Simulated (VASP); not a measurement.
**NiO3: single point with PBE**

The system is NiO3.

```xyz
4
Lattice="-1.3258 1.3258 6.1051 1.3258 -1.3258 6.1051 1.3258 1.3258 -6.1051" Properties=species:S:1:pos:R:3 pbc="T T T"
Ni    0.0000    0.0000    0.0000
O     0.0000    0.0000    6.1051
O     1.3258    0.0000    3.0525
O     0.0000    1.3258    3.0525
```

```
Program             : VASP 6.6.1
Task                : single point
Functional          : PBE
Potentials or basis : VASP PAW PBE potentials, release 64 (Ni, O)
Cutoff              : 520 eV
k mesh              : 8 × 8 × 8
Occupations         : gaussian, width 0.1 eV
Spin                : collinear spin, ferromagnetic start
Starting moments    : [1.88, 1.29, 0.99, 0.99] μB
```

```yaml
Pressure: 0.4 GPa
Net_moment: 1.09 μB per cell
Site_moments: Ni +0.65; O +0.17, +0.10 (each value once) μB
Valence_electrons_inside_the_program's_atomic_spheres: Ni 9.26; O 5.01, 4.63 (each value once)
```

Stress tensor (GPa, compression positive):
```
0.48 0.00 0.00
0.00 0.48 0.00
0.00 0.00 0.26
```

Levels at points of the mesh, in eV from the Fermi level:
Spin up:
```tsv
k point	band 12	band 13	band 14	band 15	band 16	band 17
(0.00, 0.00, 0.00)	-1.58	-1.58	-1.49	0.67	3.03	3.03
(0.50, 0.00, 0.00)	-1.37	-1.09	-1.08	-0.55	-0.10	2.37
(0.50, 0.50, 0.00)	-1.44	-1.18	-1.11	-0.87	4.20	4.20
(0.50, 0.50, 0.50)	-1.58	-1.58	-1.23	0.67	3.03	3.03
```
Spin down:
```csv
k point,band 10,band 11,band 12,band 13,band 14,band 15,band 16,band 17,band 18,band 19
"(0.00, 0.00, 0.00)",-3.23,-1.47,-1.15,-0.64,-0.64,1.04,3.19,3.19,4.30,8.57
"(0.50, 0.00, 0.00)",-1.30,-1.00,-0.93,-0.91,-0.53,-0.20,0.84,3.00,7.40,9.70
"(0.50, 0.50, 0.00)",-1.45,-1.22,-0.97,-0.77,-0.73,0.01,4.37,4.37,8.16,11.66
"(0.50, 0.50, 0.50)",-3.22,-1.47,-0.86,-0.64,-0.64,1.03,3.19,3.19,5.10,7.09
```

It took 5.2 min on 1 thread of Intel(R) Xeon(R) 6975P-C (Granite Rapids) (shared host), peak memory 0.45 GiB.

Caveat: a cell with one magnetic atom can't hold antiferromagnetic order, which such compounds often take; semilocal functionals often make such compounds metallic where correlation or magnetic order opens a gap, which also shifts bond lengths. With open d or f shells a metallic result of PBE can be an artefact of self-interaction; +U or a hybrid may open a gap.
